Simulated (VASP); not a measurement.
# Ti (Im-3m) in VASP: further runs, part 2 of 2

VASP 6.6.1. The steps go on from the part before.

## Step 4: Single point, PBEsol

This run uses another cell than the first one: it holds 2 atoms, not 1.

INCAR reads:

```
SYSTEM = Ti
PREC = Accurate ; ENCUT = 520
EDIFF = 1E-7 ; ISMEAR = 0
SIGMA = 0.1 ; LREAL = .False.
LASPH = .True. ; NELM = 80
ALGO = Normal ; ISIF = 2
LWAVE = .False. ; LCHARG = .False.
GGA = PS ; NBANDS = 19
```

KPOINTS reads:

```
Automatic mesh
0
Gamma
  16 16 16
  0 0 0
```

POSCAR reads:

```
Ti
1.0
    3.2102321259      0.0000000000      0.0000000000
    0.0000000000      3.2102321259      0.0000000000
    0.0000000000      0.0000000000      3.2102321259
Ti
2
Direct
    0.0000000000      0.0000000000      0.0000000000
    0.5000000000      0.5000000000      0.5000000000
```

Potentials or basis: VASP PAW PBE potentials, release 64 (Ti_sv).

The run is started by

```bash
$ cat potpaw_PBE.64/Ti_sv/POTCAR > POTCAR
$ mpirun -np 1 vasp_std > vasp.out
```

OUTCAR:

```text
SYSTEM = Ti
   PREC = Accurate
   ENCUT = 520
   EDIFF = 1E-7
   ISMEAR = 0
   LREAL = .False.
   LASPH = .True.
   NELM = 80
   ISIF = 2
   GGA = PS

 ion  position               nearest neighbor table
   1  0.000  0.000  0.000-   2 2.78   2 2.78   2 2.78   2 2.78   2 2.78   2 2.78   2 2.78   2 2.78

   2  0.500  0.500  0.500-   1 2.78   1 2.78   1 2.78   1 2.78   1 2.78   1 2.78   1 2.78   1 2.78

  LATTYP: Found a simple cubic cell.
 ALAT       =     3.2102321259

  Lattice vectors:

 A1 = (   3.2102321259,   0.0000000000,   0.0000000000)
 A2 = (   0.0000000000,   3.2102321259,   0.0000000000)
 A3 = (   0.0000000000,   0.0000000000,   3.2102321259)

Analysis of symmetry for initial positions (statically):
=====================================================================
 Subroutine PRICEL returns following result:

  LATTYP: Found a body centered cubic cell.
 ALAT       =     3.2102321259

  Lattice vectors:

 A1 = (   1.6051160630,   1.6051160630,  -1.6051160629)
 A2 = (  -1.6051160630,   1.6051160629,   1.6051160629)
 A3 = (   1.6051160630,  -1.6051160629,   1.6051160630)

   2 primitive cells build up your supercell.

 Routine SETGRP: Setting up the symmetry group for a
 simple cubic supercell.

 Subroutine GETGRP returns: Found 48 space group operations
 (whereof 48 operations were pure point group operations)
 out of a pool of 48 trial point group operations.

The static configuration has the point symmetry O_h .

Analysis of symmetry for dynamics (positions and initial velocities):
=====================================================================
 Subroutine PRICEL returns following result:

  LATTYP: Found a body centered cubic cell.
 ALAT       =     3.2102321259

  Lattice vectors:

 A1 = (   1.6051160630,   1.6051160630,  -1.6051160629)
 A2 = (  -1.6051160630,   1.6051160629,   1.6051160629)
 A3 = (   1.6051160630,  -1.6051160629,   1.6051160630)

   2 primitive cells build up your supercell.
[... 116 lines left out ...]
   PSTRESS=    0.0 pullay stress
   NELECT =      24.0000    total number of electrons
   NUPDOWN=      -1.0000    fix difference up-down
   EMIN   =  10.00;   EMAX   =-10.00  energy-range for DOS
   EFERMI =   0.00;   METHOD = LEGACY
   ISMEAR =     0;   SIGMA  =   0.10  broadening in eV -4-tet -1-fermi 0-gaus
   EFERMI_NEDOS =   21; number of points for ismear=-14 and -15
   IALGO  =     38    algorithm
   IMIX   =      4    mixing-type and parameters
     AMIX     =   0.40;   BMIX     =  1.00
     AMIX_MAG =   1.60;   BMIX_MAG =  1.00
  volume/ion in A,a.u.               =      16.54       111.63
  Fermi-wavevector in a.u.,A,eV,Ry     =   1.470987  2.779762 29.440320  2.163802
  Thomas-Fermi vector in A             =   2.586177
   LORBIT       =      0    0 simple, 1 ext, 2 COOP (PROOUT), +10 PAW based schemes
   GGA     = PS    functional components
   LHFCALC =     F    Hartree Fock is set to
   AEXX    =    0.0000 exact exchange contribution
   IVDW    =     0    specifies the selected vdW correction
   LEPSILON=     F    determine dielectric tensor
   LRPA    =     F    only Hartree local field effects (RPA)
 non-spin polarized calculation
 Gauss-broadening in eV      SIGMA  =   0.10
  energy-cutoff  :      520.00
  volume of cell :       33.08
 maximum number of plane-waves:       912
 NGX is ok and might be reduce to    24

 number of electron      23.9999993 magnetization

 Free energy of the ion-electron system (eV)
  ---------------------------------------------------
  ext. energy  EPLUGINS =         0.00000000
  ---------------------------------------------------
  free energy    TOTEN  =       -16.48235317 eV

  energy without entropy =      -16.46165020  energy(sigma->0) =      -16.47200169

 E-fermi :   8.4681     XC(G=0): -11.8663

 val. band max:        8.4666063442   @ k =   0.3125   0.1875   0.1875
 cond. band min:       8.4690686702   @ k =   0.2500   0.2500   0.1875
 fundamental gap:      0.0024623260
 Fermi energy:         8.4681308963

 k-point     1 :       0.0000    0.0000    0.0000
  band No.  band energies     occupation
      1     -47.7319      2.00000
      2     -47.4557      2.00000
      3     -24.1640      2.00000
      4     -24.1640      2.00000
      5     -24.1640      2.00000
      6     -23.6201      2.00000
[... 505 lines left out ...]
      6     -23.8814      2.00000
[... 11 lines left out ...]
     18      11.5021      0.00000
     19      12.3209      0.00000

 [... further k-points ...]
[... 5 lines left out ...]
  --------------------------------------------------------------------------------------
  -------------------------------------------------------------------------------------
  Total       -0.0719330     -0.0719330     -0.0719330     -0.0000000      0.0000000     -0.0000000
  in kB       -3.4836112     -3.4836112     -3.4836112     -0.0000000      0.0000000     -0.0000000
  external PRESSURE =      -3.4836112 kB  Pullay stress =       0.0000000 kB

 VOLUME and BASIS-vectors are now :
 -----------------------------------------------------------------------------
  energy-cutoff  :      520.00
  volume of cell :       33.08
      direct lattice vectors                 reciprocal lattice vectors
     3.210232126  0.000000000  0.000000000     0.311503954  0.000000000  0.000000000
     0.000000000  3.210232126  0.000000000     0.000000000  0.311503954  0.000000000
     0.000000000  0.000000000  3.210232126     0.000000000  0.000000000  0.311503954

 POSITION                                       TOTAL-FORCE (eV/Angst)
 -----------------------------------------------------------------------------------
      0.00000      0.00000      0.00000         0.000000     -0.000000      0.000000
      1.60512      1.60512      1.60512        -0.000000      0.000000     -0.000000
 -----------------------------------------------------------------------------------
    total drift:                                0.000000      0.000000     -0.000000

  FREE ENERGIE OF THE ION-ELECTRON SYSTEM (eV)
  ---------------------------------------------------
  free  energy   TOTEN  =       -16.4823531713 eV

  energy  without entropy=      -16.4616502046  energy(sigma->0) =      -16.47200169
```

OSZICAR:

```text
N       E                     dE             d eps       ncg     rms          rms(c)
DAV:   1     0.254120030906E+03    0.25412E+03   -0.12618E+04  6270   0.156E+03
DAV:   2     0.593389709514E+01   -0.24819E+03   -0.24409E+03  6399   0.436E+02
DAV:   3    -0.178618009536E+02   -0.23796E+02   -0.23399E+02 11644   0.118E+02
DAV:   4    -0.186096753505E+02   -0.74787E+00   -0.74680E+00  7420   0.203E+01
DAV:   5    -0.186410044183E+02   -0.31329E-01   -0.31327E-01  9208   0.320E+00    0.128E+01
DAV:   6    -0.164591885916E+02    0.21818E+01   -0.81231E+00  7330   0.285E+01    0.305E+00
DAV:   7    -0.164596552211E+02   -0.46663E-03   -0.57687E-01  9467   0.538E+00    0.203E+00
DAV:   8    -0.164921825549E+02   -0.32527E-01   -0.24821E-01  6978   0.568E+00    0.964E-01
DAV:   9    -0.164818559637E+02    0.10327E-01   -0.53397E-02  7293   0.264E+00    0.883E-02
DAV:  10    -0.164823655636E+02   -0.50960E-03   -0.29127E-03  8730   0.351E-01    0.636E-02
DAV:  11    -0.164823607178E+02    0.48457E-05   -0.13220E-04  8247   0.903E-02    0.305E-02
DAV:  12    -0.164823541717E+02    0.65461E-05   -0.27181E-05  7332   0.468E-02    0.774E-03
DAV:  13    -0.164823534495E+02    0.72224E-06   -0.15725E-06  7142   0.895E-03    0.643E-03
DAV:  14    -0.164823528921E+02    0.55742E-06   -0.19636E-06  6420   0.134E-02    0.468E-03
DAV:  15    -0.164823531642E+02   -0.27218E-06   -0.34798E-07  5949   0.538E-03    0.388E-04
DAV:  16    -0.164823531713E+02   -0.70213E-08   -0.30358E-09  3210   0.554E-04
   1 F= -.16482353E+02 E0= -.16472002E+02  d E =-.207030E-01
```

Wall time 83 s (1 thread of Intel Xeon 8259CL, shared host); peak memory 0.2 GiB.

Results:

* Free energy: -16.4824 eV
* Pressure: -0.3 GPa
* Band gap on the k mesh: zero (bands 12 and 13 overlap by 1.65 eV)

Caveat: the PAW data sets were made with another functional, which shifts forces and pressure a little.

## Step 5: Single point, PBEsol

This run uses another cell than the first one, of 16.25 Å³/atom.

INCAR reads:

```
SYSTEM = Ti
ALGO = Fast ; EDIFF = 1E-6
ENCUT = 520 ; GGA = PS
ISIF = 2 ; ISMEAR = -1
LASPH = .True. ; LCHARG = .False.
LREAL = .False. ; LWAVE = .False.
NBANDS = 12 ; NELM = 100
PREC = Accurate ; SIGMA = 0.15
```

KPOINTS reads:

```
k-points
0
Gamma
  20 20 20
  0 0 0
```

POSCAR reads:

```
Ti
1.0
   -1.5956954050      1.5956954050      1.5956954050
    1.5956954050     -1.5956954050      1.5956954050
    1.5956954050      1.5956954050     -1.5956954050
Ti
1
Direct
    0.0000000000      0.0000000000      0.0000000000
```

Potentials or basis: VASP PAW PBE potentials, release 64 (Ti_sv).

The run is started by

```bash
$ cat potpaw_PBE.64/Ti_sv/POTCAR > POTCAR
$ mpirun -np 1 vasp_std > vasp.out
```

OUTCAR:

```text
SYSTEM = Ti
   EDIFF = 1E-6
   ENCUT = 520
   GGA = PS
   ISIF = 2
   ISMEAR = -1
   LASPH = .True.
   LREAL = .False.
   NELM = 100
   PREC = Accurate

 ion  position               nearest neighbor table
   1  0.000  0.000  0.000-

  LATTYP: Found a body centered cubic cell.
 ALAT       =     3.1913908100

  Lattice vectors:

 A1 = (  -1.5956954050,   1.5956954050,   1.5956954050)
 A2 = (   1.5956954050,  -1.5956954050,   1.5956954050)
 A3 = (   1.5956954050,   1.5956954050,  -1.5956954050)

Analysis of symmetry for initial positions (statically):
[... 530 lines left out ...]
      5       5.3847      2.00000
      6       8.6291      1.11200
      7       8.8425      0.46375
      8      11.2623      0.00000
      9      11.9255      0.00000
     10      12.1178      0.00000
     11      21.9392      0.00000
     12      23.8242      0.00000

 [... further k-points ...]
[... 5 lines left out ...]
  --------------------------------------------------------------------------------------
  -------------------------------------------------------------------------------------
  Total        0.2690262      0.2690262      0.2690262     -0.0000000      0.0000000      0.0000000
  in kB       26.5213279     26.5213279     26.5213279     -0.0000000      0.0000000      0.0000000
  external PRESSURE =      26.5213279 kB  Pullay stress =       0.0000000 kB

 VOLUME and BASIS-vectors are now :
 -----------------------------------------------------------------------------
  energy-cutoff  :      520.00
  volume of cell :       16.25
      direct lattice vectors                 reciprocal lattice vectors
    -1.595695405  1.595695405  1.595695405     0.000000000  0.313343009  0.313343009
     1.595695405 -1.595695405  1.595695405     0.313343009  0.000000000  0.313343009
     1.595695405  1.595695405 -1.595695405     0.313343009  0.313343009  0.000000000

 POSITION                                       TOTAL-FORCE (eV/Angst)
 -----------------------------------------------------------------------------------
      0.00000      0.00000      0.00000         0.000000     -0.000000      0.000000
 -----------------------------------------------------------------------------------
    total drift:                                0.000000      0.000000      0.000000

  FREE ENERGIE OF THE ION-ELECTRON SYSTEM (eV)
  ---------------------------------------------------
  free  energy   TOTEN  =        -8.3128237600 eV

  energy  without entropy=       -8.1577423690  energy(sigma->0) =       -8.23528306
```

stdout:

```text
POSCAR found type information on POSCAR Ti
 POSCAR found :  1 types and       1 ions
 scaLAPACK will be used
 -----------------------------------------------------------------------------
|                                                                             |
|                                                                             |
|     You enforced a specific xc type in the INCAR file but a different       |
|     I HOPE YOU KNOW WHAT YOU ARE DOING!                                     |
|                                                                             |
 -----------------------------------------------------------------------------

 LDA part: xc-table for (Slater+PW92), standard interpolation
 POSCAR, INCAR and KPOINTS ok, starting setup
 FFT: planning ... GRIDC
 FFT: planning ... GRID_SOFT
 FFT: planning ... GRID
 WAVECAR not read
 entering main loop
WARNING in EDDRMM: call to ZHEGV failed, returncode =   6  3      9
WARNING in EDDRMM: call to ZHEGV failed, returncode =   6  3      5
```

Run time: 84 s. Hardware: 1 thread of Intel Xeon 8259CL, shared host; peak memory 0.17 GiB.

Results:

```
Free energy            : -8.3128 eV
Pressure               : 2.7 GPa
Band gap on the k mesh : zero (bands 6 and 7 overlap by 1.76 eV)
```

Caveat: the PAW data sets were made with another functional, which shifts forces and pressure a little.

## Step 6: The runs side by side

| cell | k mesh | smearing | gap on the mesh (eV) | pressure (GPa) |
| --- | --- | --- | --- | --- |
| a = 2.965 Å, angles 109.5°, 1 atom, atomic positions A | 18 × 18 × 18 | gaussian 0.1 eV | none | -16.1 |
| a = 3.210 Å, 2 atoms, atomic positions B | 16 × 16 × 16 | gaussian 0.1 eV | none | -0.3 |
| a = 2.764 Å, angles 109.5°, 1 atom, atomic positions A | 20 × 20 × 20 | fermi-dirac 0.15 eV | none | 2.7 |

Alike in all rows: task single point; level PBEsol; potentials or basis VASP PAW PBE potentials, release 64 (Ti_sv); no spin polarisation; cutoff (eV) 520.

Caveats: the PAW data sets were made with another functional, which shifts forces and pressure a little; the cell stands under tension (at least some runs).

Total energies depend on the potentials used, so only differences within one code and one set of settings carry meaning.
